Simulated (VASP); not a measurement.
# SiC (P3m1) in VASP: notebook

The runs below take SiC through single point, with r2SCAN.

Program: VASP 6.6.1. These are calculated values, not measurements. Logs are shortened: lines on timing, memory, paths and dates and some standing lists are left out, and cuts for length are marked.

## Step 1: The cell of the first run

It takes space group P3m1 (No. 156, trigonal). Conventional cell: a = 3.078 Å, b = 3.078 Å, c = 14.577 Å, α = 90.00°, β = 90.00°, γ = 120.00°. Within 2.5 Å of Si (site symmetry 3m) lie 3 C at 1.89 Å. Within 2.5 Å of Si (site symmetry 3m) lie 4 C at 1.89 Å. Si (site symmetry 3m) has 4 C at 1.88 to 1.89 Å within 2.5 Å. Within 2.5 Å of Si (site symmetry 3m) lie 4 C at 1.88 to 1.89 Å. C (site symmetry 3m) has 3 Si at 1.88 Å within 2.5 Å. C (site symmetry 3m) has 4 Si at 1.88 to 1.89 Å within 2.5 Å. Within 2.5 Å of C (site symmetry 3m) lie 4 Si at 1.89 Å. C (site symmetry 3m) has 4 Si at 1.89 Å within 2.5 Å.

## Step 2: Single point, r2SCAN (the distance across one plane changed)

The input, POSCAR:

```
SiC
1.0
   -1.5387796673     -2.6652445653      0.0000000000
    1.5387796672     -2.6652445654      0.0000000000
    0.0000000000      0.0000000000     14.5767691650
Si C
4 4
Direct
    0.3333333333      0.3333333333      0.0650072298
    0.6666666667      0.6666666667      0.4106520380
    0.0000000000      0.0000000000      0.5835128520
    0.0000000000      0.0000000000      0.2378680437
    0.3333333333      0.3333333333      0.6263111606
    0.6666666667      0.6666666667      0.2806663523
    1.0000000000      0.0000000000      0.4539451391
    1.0000000000      0.0000000000      0.1083003309
```

The input, INCAR.step1:

```
SYSTEM = SiC
PREC = Accurate
ENCUT = 520
ISMEAR = 0
SIGMA = 0.05
LREAL = .False.
LASPH = .True.
NELM = 80
NBANDS = 26
GGA = PE
ALGO = Normal
EDIFF = 1E-4
LWAVE = .True.
LCHARG = .False.
```

The input, INCAR.step2:

```
SYSTEM = SiC
PREC = Accurate
ENCUT = 520
EDIFF = 1E-6
ISMEAR = 0
SIGMA = 0.05
LREAL = .False.
LASPH = .True.
NELM = 80
ALGO = Normal
ISIF = 2
LWAVE = .False.
LCHARG = .False.
METAGGA = R2SCAN
LMIXTAU = .True.
NBANDS = 26
ISTART = 1
```

The input, KPOINTS:

```
Automatic mesh
0
Gamma
  8 8 3
  0 0 0
```

Potentials or basis: VASP PAW PBE potentials, release 64 (Si, C).

Command:

```sh
> cat potpaw_PBE.64/Si/POTCAR potpaw_PBE.64/C/POTCAR > POTCAR
> cp INCAR.step1 INCAR
> mpirun -np 1 vasp_std > vasp.out
> cp INCAR.step2 INCAR
> mpirun -np 1 vasp_std > vasp.out
```

OUTCAR:

```text
SYSTEM = SiC
   PREC = Accurate
   ENCUT = 520
   EDIFF = 1E-6
   ISMEAR = 0
   LREAL = .False.
   LASPH = .True.
   NELM = 80
   ISIF = 2
   METAGGA = R2SCAN
   ISTART = 1

 ion  position               nearest neighbor table
   1  0.333  0.333  0.065-   8 1.89   8 1.89   8 1.89   4 3.08   4 3.08   4 3.08
   2  0.667  0.667  0.411-   7 1.89   7 1.89   7 1.89   6 1.89   4 3.08   4 3.08   4 3.08   3 3.08
                             3 3.08   3 3.08
   3  0.000  0.000  0.584-   5 1.88   5 1.88   5 1.88   7 1.89   2 3.08   2 3.08   2 3.08
   4  0.000  0.000  0.238-   6 1.88   6 1.88   6 1.88   8 1.89   2 3.08   2 3.08   2 3.08   1 3.08
                             1 3.08   1 3.08
   5  0.333  0.333  0.626-   3 1.88   3 1.88   3 1.88
   6  0.667  0.667  0.281-   4 1.88   4 1.88   4 1.88   2 1.89
   7  0.000  0.000  0.454-   2 1.89   2 1.89   2 1.89   3 1.89
   8  0.000  0.000  0.108-   1 1.89   1 1.89   1 1.89   4 1.89

  LATTYP: Found a hexagonal cell.
 ALAT       =     3.0775593345
 C/A-ratio  =     4.7364705536

  Lattice vectors:

 A1 = (  -1.5387796672,   2.6652445654,   0.0000000000)
 A2 = (  -1.5387796673,  -2.6652445653,   0.0000000000)
 A3 = (   0.0000000000,   0.0000000000,  14.5767691650)

Analysis of symmetry for initial positions (statically):
=====================================================================
 Subroutine PRICEL returns:
 Original cell was already a primitive cell.

 Routine SETGRP: Setting up the symmetry group for a
 hexagonal supercell.

 Subroutine GETGRP returns: Found  6 space group operations
 (whereof  6 operations were pure point group operations)
 out of a pool of 24 trial point group operations.

The static configuration has the point symmetry C_3v.

Analysis of symmetry for dynamics (positions and initial velocities):
=====================================================================
 Subroutine PRICEL returns:
 Original cell was already a primitive cell.

 Routine SETGRP: Setting up the symmetry group for a
 hexagonal supercell.

 Subroutine GETGRP returns: Found  6 space group operations
 (whereof  6 operations were pure point group operations)
 out of a pool of 24 trial point group operations.

The dynamic configuration has the point symmetry C_3v.

 Subroutine INISYM returns: Found  6 space group operations
 (whereof  6 operations are pure point group operations),
 and found     1 'primitive' translations

----------------------------------------------------------------------------------------

                                     Primitive cell

  volume of cell :     119.5652

  direct lattice vectors                    reciprocal lattice vectors
    -1.538779667 -2.665244565  0.000000000    -0.324932809 -0.187600045  0.000000000
     1.538779667 -2.665244565  0.000000000     0.324932809 -0.187600045  0.000000000
     0.000000000  0.000000000 14.576769165     0.000000000  0.000000000  0.068602307

  length of vectors
     3.077559334  3.077559335 14.576769165     0.375200090  0.375200090  0.068602307

  position of ions in fractional coordinates (direct lattice)
     0.333333333  0.333333333  0.065007230
     0.666666667  0.666666667  0.410652038
     0.000000000  0.000000000  0.583512852
     0.000000000  0.000000000  0.237868044
     0.333333333  0.333333333  0.626311161
     0.666666667  0.666666667  0.280666352
     0.000000000  0.000000000  0.453945139
     0.000000000  0.000000000  0.108300331

  ion indices of the primitive-cell ions
   primitive index   ion index
                 1           1
                 2           2
                 3           3
                 4           4
                 5           5
                 6           6
                 7           7
                 8           8

----------------------------------------------------------------------------------------

 KPOINTS: Automatic mesh

Automatic generation of k-mesh.
 Grid dimensions read from file:
 generate k-points for:    8    8    3

 Generating k-lattice:

  Cartesian coordinates                     Fractional coordinates (reciprocal lattice)
    -0.040616601 -0.023450006  0.000000000     0.125000000  0.000000000  0.000000000
     0.040616601 -0.023450006  0.000000000     0.000000000  0.125000000  0.000000000
     0.000000000  0.000000000  0.022867436     0.000000000  0.000000000  0.333333333

  Length of vectors
     0.046900011  0.046900011  0.022867436

  Shift w.r.t. Gamma in fractional coordinates (k-lattice)
     0.000000000  0.000000000  0.000000000

 Subroutine IBZKPT returns following result:
 ===========================================

 Found     25 irreducible k-points:

 Following reciprocal coordinates:
            Coordinates               Weight
  0.000000  0.000000  0.000000      1.000000
  0.125000  0.000000  0.000000      6.000000
  0.250000  0.000000  0.000000      6.000000
  0.375000 -0.000000  0.000000      6.000000
  0.500000  0.000000  0.000000      3.000000
  0.250000  0.125000  0.000000      6.000000
[... 16 lines left out ...]
  0.375000  0.500000  0.333333     12.000000
  0.500000  0.250000  0.333333     12.000000
   k-points           NKPTS =     25   k-points in BZ     NKDIM =     25   number of bands    NBANDS=     26
   number of dos      NEDOS =    301   number of ions     NIONS =      8
   total plane-waves  NPLWV =  62208
   dimension x,y,z NGX =    24 NGY =   24 NGZ =  108
   dimension x,y,z NGXF=    48 NGYF=   48 NGZF=  216
   ions per type =               4   4
   NGX,Y,Z   is equivalent  to a cutoff of  12.96, 12.96, 12.32 a.u.
   NGXF,Y,Z  is equivalent  to a cutoff of  25.93, 25.93, 24.63 a.u.
 SYSTEM =  SiC
   PREC   = accura    normal or accurate (medium, high low for compatibility)
   ISTART =      1    job   : 0-new  1-cont  2-samecut
   ICHARG =      0    charge: 1-file 2-atom 10-const
   ISPIN  =      1    spin polarized calculation?
   LNONCOLLINEAR =      F non collinear calculations
   LSORBIT =      F    spin-orbit coupling
   LASPH  =      T    aspherical Exc in radial PAW
   ENCUT  =  520.0 eV  38.22 Ry    6.18 a.u.   5.72  5.72 27.10*2*pi/ulx,y,z
   NELM   =     80;   NELMIN=  2; NELMDL=  0     # of ELM steps
   EDIFF  = 0.1E-05   stopping-criterion for ELM
   LREAL  =      F    real-space projection
   EDIFFG = 0.1E-04   stopping-criterion for IOM
   NSW    =      0    number of steps for IOM
   IBRION =     -1    ionic relax: 0-MD 1-quasi-New 2-CG
   NFREE  =      0    steps in history (QN), initial steepest desc. (CG)
   ISIF   =      2    stress and relaxation
   ISYM   =      2    0-nonsym 1-usesym 2-fastsym
   POTIM  = 0.5000    time-step for ionic-motion
   TEBEG  =    0.0;   TEEND  =   0.0 temperature during run
   PSTRESS=    0.0 pullay stress
   NELECT =      32.0000    total number of electrons
   NUPDOWN=      -1.0000    fix difference up-down
   EMIN   =  10.00;   EMAX   =-10.00  energy-range for DOS
   EFERMI =   0.00;   METHOD = LEGACY
   ISMEAR =     0;   SIGMA  =   0.05  broadening in eV -4-tet -1-fermi 0-gaus
   EFERMI_NEDOS =   21; number of points for ismear=-14 and -15
   IALGO  =     38    algorithm
   IMIX   =      4    mixing-type and parameters
     AMIX     =   0.40;   BMIX     =  1.00
     AMIX_MAG =   1.60;   BMIX_MAG =  1.00
  volume/ion in A,a.u.               =      14.95       100.86
  Fermi-wavevector in a.u.,A,eV,Ry     =   1.055010  1.993680 15.143911  1.113046
  Thomas-Fermi vector in A             =   2.190192
   LORBIT       =      0    0 simple, 1 ext, 2 COOP (PROOUT), +10 PAW based schemes
   METAGGA = R2SCAN    functional components
   LHFCALC =     F    Hartree Fock is set to
   AEXX    =    0.0000 exact exchange contribution
   IVDW    =     0    specifies the selected vdW correction
   LEPSILON=     F    determine dielectric tensor
   LRPA    =     F    only Hartree local field effects (RPA)
 non-spin polarized calculation
 Gauss-broadening in eV      SIGMA  =   0.05
  energy-cutoff  :      520.00
  volume of cell :      119.57
 maximum number of plane-waves:      3260
   NGX = 11   NGY = 11   NGZ = 55

 number of electron      31.9999999 magnetization

 Free energy of the ion-electron system (eV)
  ---------------------------------------------------
  ext. energy  EPLUGINS =         0.00000000
  ---------------------------------------------------
  free energy    TOTEN  =       -72.63762872 eV

  energy without entropy =      -72.63149439  energy(sigma->0) =      -72.63456156

 E-fermi :   4.4650     XC(G=0):  -9.2578

 val. band max:        4.4599016831   @ k =   0.3750  -0.0000   0.3333
 cond. band min:       4.4779103058   @ k =   0.3750  -0.0000   0.0000
 fundamental gap:      0.0180086227
 Fermi energy:         4.4649642409

 k-point     1 :       0.0000    0.0000    0.0000
  band No.  band energies     occupation
      1     -12.6483      2.00000
      2     -11.6921      2.00000
      3     -10.4565      2.00000
      4      -8.8381      2.00000
      5      -4.5918      2.00000
      6      -2.1853      2.00000
[... 18 lines left out ...]
     25      11.3158      0.00000
     26      11.5563      0.00000

 k-point     2 :       0.1250    0.0000    0.0000
  band No.  band energies     occupation
      1     -12.3710      2.00000
      2     -11.4212      2.00000
      3     -10.1970      2.00000
      4      -8.5789      2.00000
      5      -4.3622      2.00000
      6      -2.0252      2.00000
[... 18 lines left out ...]
     25      11.8064      0.00000
     26      12.1007      0.00000

 k-point     3 :       0.2500    0.0000    0.0000
  band No.  band energies     occupation
      1     -11.5608      2.00000
      2     -10.6359      2.00000
      3      -9.4575      2.00000
      4      -7.8403      2.00000
      5      -3.8182      2.00000
      6      -2.1944      2.00000
[... 572 lines left out ...]
 k-point    23 :       0.3750    0.5000    0.3333
  band No.  band energies     occupation
      1      -9.5053      2.00000
      2      -8.7970      2.00000
      3      -8.0576      2.00000
      4      -6.3836      2.00000
      5      -4.7797      2.00000
      6      -4.4086      2.00000
[... 18 lines left out ...]
     25      12.0681      0.00000
     26      12.7521      0.00000

 k-point    24 :       0.5000    0.2500    0.3333
  band No.  band energies     occupation
      1      -9.6424      2.00000
      2      -8.8754      2.00000
      3      -8.0249      2.00000
      4      -6.3674      2.00000
      5      -4.1582      2.00000
      6      -3.8502      2.00000
[... 18 lines left out ...]
     25      12.8277      0.00000
     26      13.5006      0.00000

 [... further k-points ...]

------------------------ aborting loop because EDIFF is reached ----------------------------------------

  FORCE on cell =-STRESS in cart. coord.  units (eV):
  Direction    XX          YY          ZZ          XY          YZ          ZX
  --------------------------------------------------------------------------------------
  -------------------------------------------------------------------------------------
  Total        0.0448565      0.0448565     -0.7471484     -0.0000000     -0.0000000      0.0000000
  in kB        0.6010784      0.6010784    -10.0118112     -0.0000000     -0.0000000      0.0000000
  external PRESSURE =      -2.9365514 kB  Pullay stress =       0.0000000 kB

 VOLUME and BASIS-vectors are now :
 -----------------------------------------------------------------------------
  energy-cutoff  :      520.00
  volume of cell :      119.57
      direct lattice vectors                 reciprocal lattice vectors
    -1.538779667 -2.665244565  0.000000000    -0.324932809 -0.187600045  0.000000000
     1.538779667 -2.665244565  0.000000000     0.324932809 -0.187600045  0.000000000
     0.000000000  0.000000000 14.576769165     0.000000000  0.000000000  0.068602307

 POSITION                                       TOTAL-FORCE (eV/Angst)
 -----------------------------------------------------------------------------------
     -0.00000     -1.77683      0.94760         0.000000      0.000000      0.996242
     -0.00000     -3.55366      5.98598         0.000000      0.000000      0.603938
      0.00000      0.00000      8.50573        -0.000000     -0.000000      3.082760
      0.00000      0.00000      3.46735        -0.000000     -0.000000      0.539297
     -0.00000     -1.77683      9.12959         0.000000     -0.000000     -2.428045
     -0.00000     -3.55366      4.09121         0.000000     -0.000000     -0.513657
      0.00000      0.00000      6.61705         0.000000     -0.000000     -1.042620
      0.00000      0.00000      1.57867         0.000000     -0.000000     -1.237916
 -----------------------------------------------------------------------------------
    total drift:                               -0.000000      0.000001     -0.001582

  FREE ENERGIE OF THE ION-ELECTRON SYSTEM (eV)
  ---------------------------------------------------
  free  energy   TOTEN  =       -72.6376287231 eV

  energy  without entropy=      -72.6314943922  energy(sigma->0) =      -72.63456156
```

Run time: 6.4 min. Hardware: 1 thread of AMD EPYC 9R45 (Zen 5), shared host; peak memory 0.24 GiB.

Results:

- Free energy: -72.6376 eV
- Pressure: -0.3 GPa
- Largest force: 3.083 eV/Å
- Band gap on the k mesh: zero (bands 16 and 17 overlap by 0.05 eV)

Forces in eV/Å, atoms in the order of the input:
```
Si   0.000  0.000  0.996
Si   0.000  0.000  0.604
Si   0.000  0.000  3.083
Si   0.000  0.000  0.539
C    0.000  0.000 -2.428
C    0.000  0.000 -0.514
C    0.000  0.000 -1.043
C    0.000  0.000 -1.238
```

Stress tensor (GPa, compression positive):
```
 0.06  0.00  0.00
 0.00  0.06  0.00
 0.00  0.00 -1.00
```

Caveat: the cell differs from its parent crystal (the distance across one plane changed); semilocal functionals underestimate gaps, and a narrow one can read as zero; the PAW data sets were made with another functional, which shifts forces and pressure a little.

## Step 3: Single point, r2SCAN (the distance across one plane changed)

The input, POSCAR:

```
SiC
1.0
   -1.5387796673     -2.6652445653      0.0000000000
    1.5387796672     -2.6652445654      0.0000000000
    0.0000000000      0.0000000000     16.0767691650
Si C
4 4
Direct
    0.3333333333      0.3333333333      0.0589419039
    0.6666666667      0.6666666667      0.3723372466
    0.0000000000      0.0000000000      0.5290697441
    0.0000000000      0.0000000000      0.2156744013
    0.3333333333      0.3333333333      0.5678748708
    0.6666666667      0.6666666667      0.2544795281
    1.0000000000      0.0000000000      0.4115910006
    1.0000000000      0.0000000000      0.0981956579
```

The input, INCAR.step1:

```
ALGO = Normal
EDIFF = 1E-4
ENCUT = 520
GGA = PE
ISMEAR = 0
LASPH = True
LCHARG = False
LREAL = False
LWAVE = True
NBANDS = 26
NELM = 80
PREC = Accurate
SIGMA = 0.05
```

The input, INCAR.step2:

```
ALGO = Normal
EDIFF = 1E-7
ENCUT = 520
ISIF = 2
ISMEAR = 0
ISTART = 1
LASPH = True
LCHARG = False
LMIXTAU = True
LREAL = False
LWAVE = False
METAGGA = R2SCAN
NBANDS = 26
NELM = 80
PREC = Accurate
SIGMA = 0.05
```

The input, KPOINTS:

```
k-points
0
Gamma
  8 8 3
```

Potentials or basis: VASP PAW PBE potentials, release 64 (Si, C).

Command:

```sh
> cat potpaw_PBE.64/Si/POTCAR potpaw_PBE.64/C/POTCAR > POTCAR
> cp INCAR.step1 INCAR
> mpirun -np 1 vasp_std > vasp.out
> cp INCAR.step2 INCAR
> mpirun -np 1 vasp_std > vasp.out
```

Run time: 7.7 min. Hardware: 1 thread of AMD EPYC 9R45 (Zen 5), shared host; peak memory 0.27 GiB.

Results (log left out):

```
Free energy            : -72.6242 eV
Pressure               : -0.2 GPa
Largest force          : 3.110 eV/Å
Band gap on the k mesh : zero (bands 16 and 17 overlap by 0.03 eV)
```

Forces on the atoms (eV/Å):
```
Si   0.000  0.000  0.979
Si   0.000  0.000  0.595
Si   0.000  0.000  3.110
Si   0.000  0.000  0.526
C    0.000  0.000 -2.466
C    0.000  0.000 -0.503
C    0.000  0.000 -1.039
C    0.000  0.000 -1.202
```

Stress tensor (GPa, compression positive):
```
 0.08  0.00  0.00
 0.00  0.08  0.00
 0.00  0.00 -0.83
```

Levels at points of the mesh, in eV from the Fermi level:
```
           k point  band 13  band 14  band 15  band 16  band 17  band 18  band 19  band 20
(0.00, 0.00, 0.00)    -1.25    -0.67     0.04     0.04     0.23     4.82     5.26     5.45
(0.50, 0.00, 0.00)    -3.58    -2.81    -1.50    -0.33     0.14     2.17     2.38     4.04
```

Caveat: the cell differs from its parent crystal (the distance across one plane changed); semilocal functionals underestimate gaps, and a narrow one can read as zero; the PAW data sets were made with another functional, which shifts forces and pressure a little.

The gap in the log of VASP goes by the Fermi energy; the results here count the filled bands.